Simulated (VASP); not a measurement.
A run of VASP 6.6.1 is set up as follows.

File INCAR:

```
ALGO = Normal
EDIFF = 1E-6
ENCUT = 520
GGA = PE
ISIF = 2
ISMEAR = 0
LASPH = T
LCHARG = F
LREAL = F
LWAVE = F
NBANDS = 19
NELM = 100
PREC = Accurate
SIGMA = 0.1
```

KPOINTS

```
k-points
0
Gamma
  21 21 10
```

POSCAR

```
Zn
1.0
    2.3899373741      0.0000000000      0.0000000000
   -1.1949686871      2.0697464794      0.0000000000
    0.0000000000      0.0000000000      4.1579995611
Zn
2
Direct
    0.3333333333      0.6666666667      0.2500000000
    0.6666666667      0.3333333333      0.7500000000
```

Potentials or basis: VASP PAW PBE potentials, release 64 (Zn).

The run is started by

```bash
$ cat potpaw_PBE.64/Zn/POTCAR > POTCAR
$ mpirun -np 1 vasp_std > vasp.out
```

Problem. Predict the band gap on the k mesh.

Solution. Zero (band 12 reaches 8.45 eV, above the bottom of band 13 at 4.98 eV).

Problem. Estimate the pressure.

Solution. 74.8 GPa.

Stress tensor (GPa, compression positive):
```
80.12  0.00  0.00
 0.00 80.12  0.00
 0.00  0.00 64.19
```

Caveat: the cell differs from its parent crystal (Ti replaced by Zn, lengths x 0.857, strained).
